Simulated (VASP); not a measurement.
# RuBr (Fm-3m) in VASP: single point with r2SCAN

Aim: the single point of RuBr with r2SCAN.

Everything below comes from runs of VASP 6.6.1. Logs are shortened: lines on timing, memory, paths and dates and some standing lists are left out, and cuts for length are marked.

### 1 The cell of the first run

Symmetry: Fm-3m, No. 225, cubic system. The conventional cell has a = 5.573 Å, b = 5.573 Å, c = 5.573 Å, α = 90.00°, β = 90.00°, γ = 90.00°. Ru (site symmetry m-3m) has 6 Br at 2.79 Å within 3.7 Å. Br (site symmetry m-3m) has 6 Ru at 2.79 Å within 3.7 Å.

### 2 Single point, r2SCAN, collinear spin, ferromagnetic start

Input file POSCAR:

```
RuBr
1.0
    0.0000000000      2.7867043505      2.7867043505
    2.7867043505      0.0000000000      2.7867043505
    2.7867043505      2.7867043505      0.0000000000
Ru Br
1 1
Direct
    0.0000000000      0.0000000000      0.0000000000
    0.5000000000      0.5000000000      0.5000000000
```

Input file INCAR.step1:

```
SYSTEM = RuBr
PREC     = Accurate       ! precision mode
ENCUT    = 520            ! plane-wave cutoff, eV
ISMEAR   = 0              ! smearing method
SIGMA    = 0.1            ! smearing width, eV
LREAL    = .False.        ! projectors in reciprocal space
LASPH    = .True.         ! aspherical terms in the spheres
NELM     = 150            ! most SCF steps
ISPIN    = 2              ! spin polarisation
MAGMOM   = 2.56 0.14      ! initial moments
LMAXMIX  = 4              ! l up to which the mixer works
NBANDS   = 22             ! bands
GGA      = PE             ! functional
ALGO     = Normal         ! electronic algorithm
EDIFF    = 1E-4           ! SCF threshold, eV
LWAVE    = .True.         ! write WAVECAR
LCHARG   = .False.        ! write CHGCAR
```

Input file INCAR.step2:

```
SYSTEM = RuBr
PREC     = Accurate       ! precision mode
ENCUT    = 520            ! plane-wave cutoff, eV
EDIFF    = 1E-6           ! SCF threshold, eV
ISMEAR   = 0              ! smearing method
SIGMA    = 0.1            ! smearing width, eV
LREAL    = .False.        ! projectors in reciprocal space
LASPH    = .True.         ! aspherical terms in the spheres
NELM     = 150            ! most SCF steps
ALGO     = Normal         ! electronic algorithm
ISIF     = 2              ! what is computed and relaxed
LWAVE    = .False.        ! write WAVECAR
LCHARG   = .False.        ! write CHGCAR
ISPIN    = 2              ! spin polarisation
MAGMOM   = 2.56 0.14      ! initial moments
LORBIT   = 11             ! projections on sites
LMAXMIX  = 4              ! l up to which the mixer works
METAGGA  = R2SCAN         ! meta-GGA
LMIXTAU  = .True.       
NBANDS   = 22             ! bands
ISTART   = 1
```

Input file KPOINTS:

```
regular mesh
0
Gamma
  18 18 18
  0 0 0
```

Potentials or basis: VASP PAW PBE potentials, release 64 (Ru_pv, Br).

Launch:

```sh
cat potpaw_PBE.64/Ru_pv/POTCAR potpaw_PBE.64/Br/POTCAR > POTCAR
cp INCAR.step1 INCAR
mpirun -np 1 vasp_std > vasp.out
cp INCAR.step2 INCAR
mpirun -np 1 vasp_std > vasp.out
```

OUTCAR:

```text
SYSTEM = RuBr
   PREC = Accurate
   ENCUT = 520
   EDIFF = 1E-6
   ISMEAR = 0
   LREAL = .False.
   LASPH = .True.
   NELM = 150
   ISIF = 2
   ISPIN = 2
   LORBIT = 11
   METAGGA = R2SCAN
   ISTART = 1

 ion  position               nearest neighbor table
   1  0.000  0.000  0.000-   2 2.79   2 2.79   2 2.79   2 2.79   2 2.79   2 2.79
   2  0.500  0.500  0.500-   1 2.79   1 2.79   1 2.79   1 2.79   1 2.79   1 2.79

  LATTYP: Found a face centered cubic cell.
 ALAT       =     5.5734087010

  Lattice vectors:

 A1 = (   0.0000000000,   2.7867043505,   2.7867043505)
 A2 = (   2.7867043505,   0.0000000000,   2.7867043505)
 A3 = (   2.7867043505,   2.7867043505,   0.0000000000)

Analysis of symmetry for initial positions (statically):
=====================================================================
 Subroutine PRICEL returns:
 Original cell was already a primitive cell.

 Routine SETGRP: Setting up the symmetry group for a
 face centered cubic supercell.

 Subroutine GETGRP returns: Found 48 space group operations
 (whereof 48 operations were pure point group operations)
 out of a pool of 48 trial point group operations.

The static configuration has the point symmetry O_h .

Analysis of symmetry for dynamics (positions and initial velocities):
=====================================================================
 Subroutine PRICEL returns:
 Original cell was already a primitive cell.

 Routine SETGRP: Setting up the symmetry group for a
 face centered cubic supercell.

 Subroutine GETGRP returns: Found 48 space group operations
 (whereof 48 operations were pure point group operations)
 out of a pool of 48 trial point group operations.

The dynamic configuration has the point symmetry O_h .

Analysis of structural, dynamic, and magnetic symmetry:
=====================================================================
 Subroutine PRICEL returns:
 Original cell was already a primitive cell.

 Routine SETGRP: Setting up the symmetry group for a
 face centered cubic supercell.

 Subroutine GETGRP returns: Found 48 space group operations
 (whereof 48 operations were pure point group operations)
 out of a pool of 48 trial point group operations.

The overall configuration has the point symmetry O_h .

 Subroutine INISYM returns: Found 48 space group operations
 (whereof 48 operations are pure point group operations),
 and found     1 'primitive' translations

----------------------------------------------------------------------------------------

                                     Primitive cell

  volume of cell :      43.2815

  direct lattice vectors                    reciprocal lattice vectors
     0.000000000  2.786704350  2.786704350    -0.179423411  0.179423411  0.179423411
     2.786704350  0.000000000  2.786704350     0.179423411 -0.179423411  0.179423411
     2.786704350  2.786704350  0.000000000     0.179423411  0.179423411 -0.179423411

  length of vectors
     3.940995087  3.940995087  3.940995087     0.310770464  0.310770464  0.310770464

  position of ions in fractional coordinates (direct lattice)
     0.000000000  0.000000000  0.000000000
     0.500000000  0.500000000  0.500000000

  ion indices of the primitive-cell ions
   primitive index   ion index
                 1           1
                 2           2

----------------------------------------------------------------------------------------

 KPOINTS: regular mesh

Automatic generation of k-mesh.
 Grid dimensions read from file:
 generate k-points for:   18   18   18

 Generating k-lattice:

  Cartesian coordinates                     Fractional coordinates (reciprocal lattice)
    -0.009967967  0.009967967  0.009967967     0.055555556  0.000000000  0.000000000
     0.009967967 -0.009967967  0.009967967     0.000000000  0.055555556  0.000000000
     0.009967967  0.009967967 -0.009967967     0.000000000  0.000000000  0.055555556

  Length of vectors
     0.017265026  0.017265026  0.017265026

  Shift w.r.t. Gamma in fractional coordinates (k-lattice)
     0.000000000  0.000000000  0.000000000

 Subroutine IBZKPT returns following result:
 ===========================================

 Found    195 irreducible k-points:

 Following reciprocal coordinates:
            Coordinates               Weight
  0.000000  0.000000  0.000000      1.000000
  0.055556  0.000000  0.000000      8.000000
  0.111111  0.000000  0.000000      8.000000
  0.166667  0.000000  0.000000      8.000000
  0.222222  0.000000  0.000000      8.000000
  0.277778  0.000000  0.000000      8.000000
[... 16 lines left out ...]
 -0.277778  0.055556  0.000000     24.000000
 -0.222222  0.055556  0.000000     24.000000
 [... further k-points ...]
   k-points           NKPTS =    195   k-points in BZ     NKDIM =    195   number of bands    NBANDS=     22
   number of dos      NEDOS =    301   number of ions     NIONS =      2
   total plane-waves  NPLWV =  27000
   dimension x,y,z NGX =    30 NGY =   30 NGZ =   30
   dimension x,y,z NGXF=    60 NGYF=   60 NGZF=   60
   ions per type =               1   1
   NGX,Y,Z   is equivalent  to a cutoff of  12.66, 12.66, 12.66 a.u.
   NGXF,Y,Z  is equivalent  to a cutoff of  25.31, 25.31, 25.31 a.u.
 SYSTEM =  RuBr
   PREC   = accura    normal or accurate (medium, high low for compatibility)
   ISTART =      1    job   : 0-new  1-cont  2-samecut
   ICHARG =      0    charge: 1-file 2-atom 10-const
   ISPIN  =      2    spin polarized calculation?
   LNONCOLLINEAR =      F non collinear calculations
   LSORBIT =      F    spin-orbit coupling
   LASPH  =      T    aspherical Exc in radial PAW
   ENCUT  =  520.0 eV  38.22 Ry    6.18 a.u.   7.33  7.33  7.33*2*pi/ulx,y,z
   NELM   =    150;   NELMIN=  2; NELMDL=  0     # of ELM steps
   EDIFF  = 0.1E-05   stopping-criterion for ELM
   LREAL  =      F    real-space projection
   EDIFFG = 0.1E-04   stopping-criterion for IOM
   NSW    =      0    number of steps for IOM
   IBRION =     -1    ionic relax: 0-MD 1-quasi-New 2-CG
   NFREE  =      0    steps in history (QN), initial steepest desc. (CG)
   ISIF   =      2    stress and relaxation
   ISYM   =      2    0-nonsym 1-usesym 2-fastsym
   POTIM  = 0.5000    time-step for ionic-motion
   TEBEG  =    0.0;   TEEND  =   0.0 temperature during run
   PSTRESS=    0.0 pullay stress
   NELECT =      21.0000    total number of electrons
   NUPDOWN=      -1.0000    fix difference up-down
   EMIN   =  10.00;   EMAX   =-10.00  energy-range for DOS
   EFERMI =   0.00;   METHOD = LEGACY
   ISMEAR =     0;   SIGMA  =   0.10  broadening in eV -4-tet -1-fermi 0-gaus
   EFERMI_NEDOS =   21; number of points for ismear=-14 and -15
   IALGO  =     38    algorithm
   IMIX   =      4    mixing-type and parameters
     AMIX     =   0.40;   BMIX     =  1.00
     AMIX_MAG =   1.60;   BMIX_MAG =  1.00
  volume/ion in A,a.u.               =      21.64       146.04
  Fermi-wavevector in a.u.,A,eV,Ry     =   1.286413  2.430968 22.515710  1.654858
  Thomas-Fermi vector in A             =   2.418489
   LORBIT       =     11    0 simple, 1 ext, 2 COOP (PROOUT), +10 PAW based schemes
   METAGGA = R2SCAN    functional components
   LHFCALC =     F    Hartree Fock is set to
   AEXX    =    0.0000 exact exchange contribution
   IVDW    =     0    specifies the selected vdW correction
   LEPSILON=     F    determine dielectric tensor
   LRPA    =     F    only Hartree local field effects (RPA)
 spin polarized calculation
 Gauss-broadening in eV      SIGMA  =   0.10
  energy-cutoff  :      520.00
  volume of cell :       43.28
 maximum number of plane-waves:      1211
 NGX is ok and might be reduce to    30
   NGX = 15   NGY = 15   NGZ = 15

 number of electron      20.9999999 magnetization       2.7993981

 Free energy of the ion-electron system (eV)
  ---------------------------------------------------
  ext. energy  EPLUGINS =         0.00000000
  ---------------------------------------------------
  free energy    TOTEN  =       -36.60152358 eV

  energy without entropy =      -36.57854177  energy(sigma->0) =      -36.59003268

 E-fermi :   6.3873     XC(G=0): -11.1192

 val. band max:        6.3837682870   @ k =  -0.2778   0.2778   0.0556
 cond. band min:       6.3879313058   @ k =  -0.3889   0.1111   0.0000
 fundamental gap:      0.0041630188
 Fermi energy:         6.3872878988

 spin component 1

 k-point     1 :       0.0000    0.0000    0.0000
  band No.  band energies     occupation
      1     -38.3478      1.00000
      2     -38.3478      1.00000
      3     -38.3478      1.00000
      4     -11.6540      1.00000
      5       2.2199      1.00000
      6       2.2199      1.00000
[... 14 lines left out ...]
     21      18.9467      0.00000
     22      19.9071      0.00000
[... 552 lines left out ...]
  band No.  band energies     occupation
      1     -38.3551      1.00000
      2     -38.3492      1.00000
      3     -38.3484      1.00000
      4     -11.3797      1.00000
      5       0.0987      1.00000
      6       0.7968      1.00000
[... 14 lines left out ...]
     21      21.4698      0.00000
     22      23.7274      0.00000

 [... further k-points ...]

 spin component 2

 k-point     1 :       0.0000    0.0000    0.0000
  band No.  band energies     occupation
      1     -35.8111      1.00000
      2     -35.8111      1.00000
      3     -35.8111      1.00000
      4     -11.4583      1.00000
      5       2.4071      1.00000
      6       2.4071      1.00000
[... 14 lines left out ...]
     21      19.8985      0.00000
     22      20.7564      0.00000
[... 552 lines left out ...]
  band No.  band energies     occupation
      1     -35.8197      1.00000
      2     -35.8127      1.00000
      3     -35.8118      1.00000
      4     -11.1851      1.00000
      5       0.4572      1.00000
      6       1.6070      1.00000
[... 14 lines left out ...]
     21      22.0417      0.00000
     22      24.5299      0.00000

 [... further k-points ...]

------------------------ aborting loop because EDIFF is reached ----------------------------------------

  FORCE on cell =-STRESS in cart. coord.  units (eV):
  Direction    XX          YY          ZZ          XY          YZ          ZX
  --------------------------------------------------------------------------------------
  -------------------------------------------------------------------------------------
  Total        0.0274287      0.0274287      0.0274287      0.0000000      0.0000000     -0.0000000
  in kB        1.0153456      1.0153456      1.0153456      0.0000000      0.0000000     -0.0000000
  external PRESSURE =       1.0153456 kB  Pullay stress =       0.0000000 kB

 VOLUME and BASIS-vectors are now :
 -----------------------------------------------------------------------------
  energy-cutoff  :      520.00
  volume of cell :       43.28
      direct lattice vectors                 reciprocal lattice vectors
     0.000000000  2.786704350  2.786704350    -0.179423411  0.179423411  0.179423411
     2.786704350  0.000000000  2.786704350     0.179423411 -0.179423411  0.179423411
     2.786704350  2.786704350  0.000000000     0.179423411  0.179423411 -0.179423411

 POSITION                                       TOTAL-FORCE (eV/Angst)
 -----------------------------------------------------------------------------------
      0.00000      0.00000      0.00000         0.000000     -0.000000     -0.000000
      2.78670      2.78670      2.78670         0.000000      0.000000      0.000000
 -----------------------------------------------------------------------------------
    total drift:                               -0.000000      0.000000      0.000000

  FREE ENERGIE OF THE ION-ELECTRON SYSTEM (eV)
  ---------------------------------------------------
  free  energy   TOTEN  =       -36.6015235836 eV

  energy  without entropy=      -36.5785417676  energy(sigma->0) =      -36.59003268

 total charge

# of ion       s       p       d       tot
------------------------------------------
    1        0.150   6.065   6.111  12.325
    2        1.606   3.234   0.062   4.902
--------------------------------------------------
tot          1.756   9.299   6.173  17.228

 magnetization (x)

# of ion       s       p       d       tot
------------------------------------------
    1        0.028   0.020   2.419   2.467
    2        0.027   0.089   0.016   0.132
--------------------------------------------------
tot          0.055   0.109   2.435   2.599
```

It took 34 min on 1 thread of Intel Xeon 8259CL, shared host; peak memory 0.41 GiB.

Results:

| Quantity | Value |
| --- | --- |
| Free energy | -36.6015 eV |
| Pressure | 0.1 GPa |
| Net moment | 2.80 μB per cell |
| Site moments | Ru +2.47; Br +0.13 μB |
| Valence electrons inside the program's atomic spheres | Ru 12.32; Br 4.90 |

Levels at points of the mesh, in eV from the Fermi level:
Spin up:
| k point | band 9 | band 10 | band 11 | band 12 | band 13 | band 14 | band 15 | band 16 |
| --- | --- | --- | --- | --- | --- | --- | --- | --- |
| (0.00, 0.00, 0.00) | -3.07 | -2.65 | -2.65 | -2.65 | 0.11 | 9.18 | 9.56 | 9.94 |
| (0.50, 0.00, 0.00) | -1.90 | -1.56 | 0.26 | 0.26 | 2.57 | 5.98 | 5.98 | 7.14 |
| (0.50, 0.50, 0.00) | -2.72 | -1.95 | -1.61 | -1.61 | 1.12 | 7.25 | 8.51 | 9.19 |
Spin down:
| k point | band 5 | band 6 | band 7 | band 8 | band 9 | band 10 | band 11 | band 12 | band 13 | band 14 |
| --- | --- | --- | --- | --- | --- | --- | --- | --- | --- | --- |
| (0.00, 0.00, 0.00) | -3.98 | -3.98 | -3.98 | -1.12 | -1.12 | -1.12 | 0.02 | 0.02 | 0.83 | 9.75 |
| (0.50, 0.00, 0.00) | -7.32 | -5.30 | -5.30 | -0.09 | -0.09 | 0.09 | 2.88 | 2.97 | 2.97 | 6.48 |
| (0.50, 0.50, 0.00) | -6.49 | -4.93 | -4.93 | -2.06 | 0.18 | 0.18 | 0.56 | 1.42 | 2.13 | 7.94 |

Caveat: an empty level that is flat over the whole mesh can mark a ghost state of the potentials, or a narrow d or f band; the PAW data sets were made with another functional, which shifts forces and pressure a little.
